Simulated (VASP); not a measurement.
Set up this calculation in VASP 6.6.1, as the native input.

```
Task                   : single point
Functional             : PBE
Potentials or basis    : VASP PAW PBE potentials, release 64 (Ge_d, S)
Cutoff                 : 520 eV
k mesh                 : 3 × 3 × 4
Occupations            : gaussian, width 0.1 eV
Spin                   : no spin polarisation
Dipole correction      : no
Further INCAR settings : ALGO = Normal; EDIFF = 1e-06; NBANDS = 58
```

The structure of Ge3S lies in POSCAR:

```
Ge3S
1.0
    6.4160806241     -0.0000000032      0.0000000000
   -3.2080403093      5.5564888148      0.0000000000
    0.0000000000      0.0000000000      4.7347244081
Ge S
6 2
Direct
    0.0000000000      0.7443637446      0.5000000000
    0.0000000000      0.2556362554      0.0000000000
    0.7443637446      0.7443637446      0.0000000000
    0.7443637446      0.0000000000      0.5000000000
    0.2556362554      0.2556362554      0.5000000000
    0.2556362554      0.0000000000      0.0000000000
    0.6666666667      0.3333333333      0.7500000000
    0.3333333333      0.6666666667      0.2500000000
```

The cell was built from a structure type or drawn by symmetry, and may not be a known phase.

One way to write it, as run:

INCAR

```
ALGO     = Normal         # electronic algorithm
EDIFF    = 1E-6           # SCF threshold, eV
ENCUT    = 520            # plane-wave cutoff, eV
GGA      = PE             # functional
ISIF     = 2              # what is computed and relaxed
ISMEAR   = 0              # smearing method
LASPH    = T              # aspherical terms in the spheres
LCHARG   = F              # write CHGCAR
LREAL    = F              # projectors in reciprocal space
LWAVE    = F              # write WAVECAR
NBANDS   = 58             # bands
NELM     = 80             # most SCF steps
PREC     = Accurate       # precision mode
SIGMA    = 0.1            # smearing width, eV
```

KPOINTS

```
k-points
0
Gamma
  3 3 4
```

Potentials or basis: VASP PAW PBE potentials, release 64 (Ge_d, S).

Run with:

```sh
$ cat potpaw_PBE.64/Ge_d/POTCAR potpaw_PBE.64/S/POTCAR > POTCAR
$ mpirun -np 1 vasp_std > vasp.out
```

It gave:

| Quantity | Value |
| --- | --- |
| Pressure | 0.3 GPa |
| Largest force | 0.018 eV/Å |
| Band gap on the k mesh | zero (bands 48 and 49 overlap by 1.16 eV) |

Caveat: the k points lie up to 0.38 Å⁻¹ apart, too coarse for converged energies and pressures of a metal.

Run time: 39 s on 1 thread of Intel(R) Xeon(R) 6975P-C (Granite Rapids), with other jobs on the host, peak memory 0.29 GiB.
